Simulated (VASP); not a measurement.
AlAs: single point with PBEsol

AlAs:

```
CELL_PARAMETERS angstrom
0.00000 2.84914 2.84914
2.84914 0.00000 2.84914
2.84914 2.84914 0.00000
ATOMIC_POSITIONS crystal
Al 0.00000 0.00000 0.00000
As 0.75000 0.75000 0.75000
```

* Program: VASP 6.6.1
* Task: single point
* Functional: PBEsol
* Potentials or basis: VASP PAW PBE potentials, release 64 (Al, As)
* Cutoff: 500 eV
* k mesh: 10 × 10 × 10
* Occupations: fermi-dirac, width 0.05 eV
* Spin: no spin polarisation
* Dipole correction: no
* Further INCAR settings: ALGO = Normal; EDIFF = 1e-06; NBANDS = 11

```json
{
 "Pressure": "-0.6 GPa",
 "Band gap on the k mesh": "1.35 eV (least direct gap 1.83 eV)"
}
```

Levels at points of the mesh, in eV from the valence-band top:
```csv
k point,band 1,band 2,band 3,band 4,band 5,band 6,band 7,band 8
"(0.00, 0.00, 0.00)",-11.78,0.00,0.00,0.00,1.83,4.23,4.23,4.23
"(0.50, 0.00, 0.00)",-10.40,-5.51,-0.81,-0.81,2.01,4.62,4.62,7.54
"(0.50, 0.50, 0.00)",-9.86,-5.37,-2.14,-2.14,1.35,2.22,10.13,10.13
```

Wall time 9.7 s on 1 thread of Intel(R) Xeon(R) 6975P-C (Granite Rapids), with other jobs on the host, peak memory 0.17 GiB.

Caveat: the PAW data sets were made with another functional, which shifts forces and pressure a little. A k mesh can miss the band edges.
